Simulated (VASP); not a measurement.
# NaH (Fm-3m) in VASP: settings compared, part 2 of 2

VASP 6.6.1.

### 3 Single point, PBE

Contents of INCAR:

```
PREC = Accurate ; ENCUT = 520
EDIFF = 1E-6 ; ISMEAR = 0
SIGMA = 0.01 ; LREAL = F
LASPH = T ; NELM = 80
ALGO = Normal ; ISIF = 2
LWAVE = F ; LCHARG = T
GGA = PE ; LELF = T
LVHAR = T ; NBANDS = 11
```

Contents of KPOINTS:

```
Automatic mesh
0
Gamma
  6 6 6
```

Contents of POSCAR:

```
NaH
1.0
    0.0000000000      2.3975126521      2.3975126521
    2.3975126521      0.0000000000      2.3975126521
    2.3975126521      2.3975126521      0.0000000000
Na H
1 1
Direct
    0.0000000000      0.0000000000      0.0000000000
    0.5000000000      0.5000000000      0.5000000000
```

Potentials or basis: VASP PAW PBE potentials, release 64 (Na_pv, H).

On the command line:

```
> cat potpaw_PBE.64/Na_pv/POTCAR potpaw_PBE.64/H/POTCAR > POTCAR
> mpirun -np 1 vasp_std > vasp.out
```

OUTCAR:

```text
PREC = Accurate
   ENCUT = 520
   EDIFF = 1E-6
   ISMEAR = 0
   LREAL = F
   LASPH = T
   NELM = 80
   ISIF = 2
   GGA = PE

 ion  position               nearest neighbor table
   1  0.000  0.000  0.000-
   2  0.500  0.500  0.500-

  LATTYP: Found a face centered cubic cell.
 ALAT       =     4.7950253042

  Lattice vectors:

 A1 = (   0.0000000000,   2.3975126521,   2.3975126521)
 A2 = (   2.3975126521,   0.0000000000,   2.3975126521)
 A3 = (   2.3975126521,   2.3975126521,   0.0000000000)

Analysis of symmetry for initial positions (statically):
=====================================================================
 Subroutine PRICEL returns:
 Original cell was already a primitive cell.

 Routine SETGRP: Setting up the symmetry group for a
 face centered cubic supercell.

 Subroutine GETGRP returns: Found 48 space group operations
 (whereof 48 operations were pure point group operations)
 out of a pool of 48 trial point group operations.

The static configuration has the point symmetry O_h .

Analysis of symmetry for dynamics (positions and initial velocities):
=====================================================================
 Subroutine PRICEL returns:
 Original cell was already a primitive cell.

 Routine SETGRP: Setting up the symmetry group for a
 face centered cubic supercell.

 Subroutine GETGRP returns: Found 48 space group operations
 (whereof 48 operations were pure point group operations)
 out of a pool of 48 trial point group operations.

The dynamic configuration has the point symmetry O_h .

 Subroutine INISYM returns: Found 48 space group operations
 (whereof 48 operations are pure point group operations),
 and found     1 'primitive' translations

----------------------------------------------------------------------------------------

                                     Primitive cell

  volume of cell :      27.5621
[... 105 lines left out ...]
   GGA     = PE    functional components
   LHFCALC =     F    Hartree Fock is set to
   AEXX    =    0.0000 exact exchange contribution
   IVDW    =     0    specifies the selected vdW correction
   LEPSILON=     F    determine dielectric tensor
   LRPA    =     F    only Hartree local field effects (RPA)
 non-spin polarized calculation
 Gauss-broadening in eV      SIGMA  =   0.01
  energy-cutoff  :      520.00
  volume of cell :       27.56
 maximum number of plane-waves:       754
 NGX is ok and might be reduce to    28
   NGX = 13   NGY = 13   NGZ = 13

 number of electron       7.9999992 magnetization

 Free energy of the ion-electron system (eV)
  ---------------------------------------------------
  ext. energy  EPLUGINS =         0.00000000
  ---------------------------------------------------
  free energy    TOTEN  =        -5.08640474 eV

  energy without entropy =       -5.08640474  energy(sigma->0) =       -5.08640474

 E-fermi :  -1.0215     XC(G=0):  -7.8486

 val. band max:       -1.0857956375   @ k =  -0.3333   0.5000   0.1667
 cond. band min:       2.7609750646   @ k =   0.5000   0.0000   0.0000
 fundamental gap:      3.8467707021
 Fermi energy:        -1.0215374369

 k-point     1 :       0.0000    0.0000    0.0000
  band No.  band energies     occupation
      1     -23.1001      2.00000
      2     -23.1001      2.00000
      3     -23.1001      2.00000
      4      -4.7222      2.00000
      5       9.5871      0.00000
      6      14.7385      0.00000
      7      14.7385      0.00000
      8      14.7385      0.00000
      9      15.6542      0.00000
     10      15.6542      0.00000
     11      15.6542      0.00000
[... 197 lines left out ...]
 k-point    16 :      -0.3333    0.5000    0.1667
  band No.  band energies     occupation
      1     -23.1763      2.00000
      2     -23.1483      2.00000
      3     -23.1361      2.00000
      4      -1.0858      2.00000
      5       4.2679      0.00000
      6       6.1631      0.00000
      7       7.8182      0.00000
      8      14.1110      0.00000
      9      14.2860      0.00000
     10      20.0289      0.00000
     11      20.1785      0.00000

------------------------ aborting loop because EDIFF is reached ----------------------------------------

  FORCE on cell =-STRESS in cart. coord.  units (eV):
  Direction    XX          YY          ZZ          XY          YZ          ZX
  --------------------------------------------------------------------------------------
  -------------------------------------------------------------------------------------
  Total        0.0915401      0.0915401      0.0915401     -0.0000000      0.0000000      0.0000000
  in kB        5.3211983      5.3211983      5.3211983     -0.0000000      0.0000000      0.0000000
  external PRESSURE =       5.3211983 kB  Pullay stress =       0.0000000 kB

 VOLUME and BASIS-vectors are now :
 -----------------------------------------------------------------------------
  energy-cutoff  :      520.00
  volume of cell :       27.56
      direct lattice vectors                 reciprocal lattice vectors
     0.000000000  2.397512652  2.397512652    -0.208549473  0.208549473  0.208549473
     2.397512652  0.000000000  2.397512652     0.208549473 -0.208549473  0.208549473
     2.397512652  2.397512652  0.000000000     0.208549473  0.208549473 -0.208549473

 POSITION                                       TOTAL-FORCE (eV/Angst)
 -----------------------------------------------------------------------------------
      0.00000      0.00000      0.00000         0.000000      0.000000      0.000000
      2.39751      2.39751      2.39751         0.000000     -0.000000     -0.000000
 -----------------------------------------------------------------------------------
    total drift:                               -0.000000     -0.000000      0.000000

  FREE ENERGIE OF THE ION-ELECTRON SYSTEM (eV)
  ---------------------------------------------------
  free  energy   TOTEN  =        -5.0864047387 eV

  energy  without entropy=       -5.0864047387  energy(sigma->0) =       -5.08640474
```

OSZICAR:

```text
N       E                     dE             d eps       ncg     rms          rms(c)
DAV:   1     0.367773498552E+02    0.36777E+02   -0.46646E+03   355   0.757E+02
DAV:   2    -0.431243869250E+01   -0.41090E+02   -0.40632E+02   367   0.190E+02
DAV:   3    -0.550836445866E+01   -0.11959E+01   -0.11942E+01   435   0.325E+01
DAV:   4    -0.551582946352E+01   -0.74650E-02   -0.74643E-02   419   0.260E+00
DAV:   5    -0.551589330003E+01   -0.63837E-04   -0.63835E-04   415   0.252E-01    0.321E+00
DAV:   6    -0.517568098474E+01    0.34021E+00   -0.32508E-01   390   0.281E+00    0.149E+00
DAV:   7    -0.508189664855E+01    0.93784E-01   -0.32370E-01   391   0.217E+00    0.349E-01
DAV:   8    -0.508646051575E+01   -0.45639E-02   -0.98706E-03   388   0.971E-01    0.671E-02
DAV:   9    -0.508641786428E+01    0.42651E-04   -0.11288E-03   408   0.358E-01    0.231E-02
DAV:  10    -0.508640206802E+01    0.15796E-04   -0.59977E-05   410   0.493E-02    0.421E-03
DAV:  11    -0.508640498233E+01   -0.29143E-05   -0.57140E-06   402   0.111E-02    0.313E-03
DAV:  12    -0.508640473874E+01    0.24359E-06   -0.21583E-07   233   0.310E-03
   1 F= -.50864047E+01 E0= -.50864047E+01  d E =-.366124E-21
```

Wall time 4 s (1 thread of Intel Xeon 6975P-C (Granite Rapids), shared host); peak memory 0.14 GiB.

Results:

```yaml
Free_energy: -5.0864 eV
Pressure: 0.5 GPa
Band_gap_on_the_k_mesh: 3.85 eV, indirect (least direct gap 4.67 eV)
```

Levels at points of the mesh, in eV from the valence-band top:
| k point | band 1 | band 2 | band 3 | band 4 | band 5 | band 6 | band 7 | band 8 |
| --- | --- | --- | --- | --- | --- | --- | --- | --- |
| (0.00, 0.00, 0.00) | -22.01 | -22.01 | -22.01 | -3.64 | 10.67 | 15.82 | 15.82 | 15.82 |
| (0.50, 0.00, 0.00) | -22.12 | -22.03 | -22.03 | -0.82 | 3.85 | 10.99 | 13.58 | 13.58 |
| (0.50, 0.50, 0.00) | -22.10 | -22.05 | -22.05 | -0.13 | 4.73 | 10.17 | 10.87 | 10.87 |

A k mesh can miss the band edges.

### 4 Single point, LDA

This run uses another cell than the first one, of 12.88 Å³/atom, 0.935 times its volume.

Contents of INCAR:

```
SYSTEM = NaH
ALGO = Normal ; EDIFF = 1E-6
ENCUT = 520 ; GGA = CA
ISIF = 2 ; ISMEAR = -1
LASPH = .True. ; LCHARG = .False.
LREAL = .False. ; LWAVE = .False.
NBANDS = 11 ; NELM = 80
PREC = Accurate ; SIGMA = 0.02
```

Contents of KPOINTS:

```
k-points
0
Gamma
  8 8 8
  0 0 0
```

Contents of POSCAR:

```
NaH
1.0
    0.0000000000      2.3442900719      2.3442900719
    2.3442900719      0.0000000000      2.3442900719
    2.3442900719      2.3442900719      0.0000000000
Na H
1 1
Direct
    0.0000000000      0.0000000000      0.0000000000
    0.5000000000      0.5000000000      0.5000000000
```

Potentials or basis: VASP PAW LDA potentials, release 64 (Na_pv, H).

On the command line:

```
> cat potpaw_LDA.64/Na_pv/POTCAR potpaw_LDA.64/H/POTCAR > POTCAR
> mpirun -np 1 vasp_std > vasp.out
```

It took 4.5 s on 1 thread of Intel Xeon 6975P-C (Granite Rapids), shared host; peak memory 0.13 GiB.

Results (log left out):

| Property | Result |
| --- | --- |
| Free energy | -5.4084 eV |
| Pressure | 0.0 GPa |
| Band gap on the k mesh | 3.55 eV, indirect (least direct gap 4.51 eV) |

Levels at points of the mesh, in eV from the valence-band top:
```
           k point  band 1  band 2  band 3  band 4  band 5  band 6  band 7  band 8  band 9
(0.00, 0.00, 0.00)  -22.03  -22.03  -22.03   -4.06   11.21   15.85   15.85   15.85   17.09
(0.50, 0.00, 0.00)  -22.16  -22.04  -22.04   -0.96    3.55   11.21   13.63   13.63   16.90
(0.50, 0.50, 0.00)  -22.15  -22.07  -22.07   -0.22    4.47    9.99   10.89   10.89   12.37
```

A k mesh can miss the band edges. LDA gaps usually lie below the measured ones, often by a third to a half.

### 5 Single point, PBE

This run uses another cell than the first one, of 14.09 Å³/atom, 1.023 times its volume.

Contents of INCAR:

```
ALGO = Normal
EDIFF = 1E-7
ENCUT = 520
GGA = PE
ISIF = 2
ISMEAR = -1
LASPH = T
LCHARG = F
LREAL = F
LWAVE = F
NBANDS = 11
NELM = 60
PREC = Accurate
SIGMA = 0.02
```

Contents of KPOINTS:

```
k-points
0
Gamma
  8 8 8
```

Contents of POSCAR:

```
NaH
1.0
    0.0000000000      2.4154536900      2.4154536900
    2.4154536900      0.0000000000      2.4154536900
    2.4154536900      2.4154536900      0.0000000000
Na H
1 1
Direct
    0.0000000000      0.0000000000      0.0000000000
    0.5000000000      0.5000000000      0.5000000000
```

Potentials or basis: VASP PAW PBE potentials, release 64 (Na_pv, H).

On the command line:

```
> cat potpaw_PBE.64/Na_pv/POTCAR potpaw_PBE.64/H/POTCAR > POTCAR
> mpirun -np 1 vasp_std > vasp.out
```

Wall time 5.7 s (1 thread of Intel Xeon 6975P-C (Granite Rapids), shared host); peak memory 0.15 GiB.

It converged, with:

- Free energy: -5.0876 eV
- Pressure: 0.0 GPa
- Band gap on the k mesh: 3.76 eV, indirect (least direct gap 4.62 eV)

Levels at points of the mesh, in eV from the valence-band top:
```
           k point  band 1  band 2  band 3  band 4  band 5  band 6  band 7  band 8  band 9
(0.00, 0.00, 0.00)  -22.10  -22.10  -22.10   -3.62   10.43   15.61   15.61   15.61   16.47
(0.50, 0.00, 0.00)  -22.19  -22.11  -22.11   -0.86    3.76   10.79   13.39   13.39   16.38
(0.50, 0.50, 0.00)  -22.18  -22.13  -22.13   -0.18    4.64   10.04   10.68   10.68   11.78
```

A k mesh can miss the band edges. Expect the measured gap to be larger: semilocal functionals such as PBE lack the derivative discontinuity.

### 6 Single point, PBEsol

Contents of INCAR:

```
PREC = Accurate
ENCUT = 520
EDIFF = 1E-6
ISMEAR = -1
SIGMA = 0.02
LREAL = False
LASPH = True
NELM = 60
ALGO = Normal
ISIF = 2
LWAVE = False
LCHARG = False
GGA = PS
NBANDS = 11
```

Contents of KPOINTS:

```
Automatic mesh
0
Gamma
  8 8 8
```

Contents of POSCAR:

```
NaH
1.0
    0.0000000000      2.3959656134      2.3959656134
    2.3959656134      0.0000000000      2.3959656134
    2.3959656134      2.3959656134      0.0000000000
Na H
1 1
Direct
    0.0000000000      0.0000000000      0.0000000000
    0.5000000000      0.5000000000      0.5000000000
```

Potentials or basis: VASP PAW PBE potentials, release 64 (Na_pv, H).

On the command line:

```
> cat potpaw_PBE.64/Na_pv/POTCAR potpaw_PBE.64/H/POTCAR > POTCAR
> mpirun -np 1 vasp_std > vasp.out
```

Run time: 5.4 s. Hardware: 1 thread of Intel Xeon 6975P-C (Granite Rapids), shared host; peak memory 0.15 GiB.

The run converged. Its results:

| Item | Value |
| --- | --- |
| Free energy | -5.0859 eV |
| Pressure | 0.0 GPa |
| Band gap on the k mesh | 3.60 eV, indirect (least direct gap 4.51 eV) |

Levels at points of the mesh, in eV from the valence-band top:
| k point | band 1 | band 2 | band 3 | band 4 | band 5 | band 6 | band 7 | band 8 | band 9 |
| --- | --- | --- | --- | --- | --- | --- | --- | --- | --- |
| (0.00, 0.00, 0.00) | -21.96 | -21.96 | -21.96 | -3.80 | 10.64 | 15.58 | 15.58 | 15.58 | 16.60 |
| (0.50, 0.00, 0.00) | -22.06 | -21.97 | -21.97 | -0.91 | 3.60 | 10.80 | 13.38 | 13.38 | 16.46 |
| (0.50, 0.50, 0.00) | -22.05 | -21.99 | -21.99 | -0.19 | 4.46 | 9.87 | 10.65 | 10.65 | 11.96 |

Caveat: the PAW data sets were made with another functional, which shifts forces and pressure a little. Expect the measured gap to be larger: semilocal functionals such as PBEsol lack the derivative discontinuity.

### 7 Overview

```csv
level,potentials or basis,cell,k mesh,smearing,gap on the mesh (eV),pressure (GPa)
PBE,"VASP PAW PBE potentials, release 64 (Na_pv, H)","a = 3.391 Å, angles 60.0°, 2 atoms",6 × 6 × 6,gaussian 0.01 eV,3.85,0.5
LDA,"VASP PAW LDA potentials, release 64 (Na_pv, H)","a = 3.315 Å, angles 60.0°, 2 atoms",8 × 8 × 8,fermi-dirac 0.02 eV,3.55,0.0
PBE,"VASP PAW PBE potentials, release 64 (Na_pv, H)","a = 3.416 Å, angles 60.0°, 2 atoms",8 × 8 × 8,fermi-dirac 0.02 eV,3.76,0.0
PBEsol,"VASP PAW PBE potentials, release 64 (Na_pv, H)","a = 3.388 Å, angles 60.0°, 2 atoms",8 × 8 × 8,fermi-dirac 0.02 eV,3.60,0.0
```

Alike in all rows: task single point; no spin polarisation; cutoff (eV) 520.

Caveats: the PAW data sets were made with another functional, which shifts forces and pressure a little (some runs).

Total energies depend on the potentials used, so only differences within one code and one set of settings carry meaning.
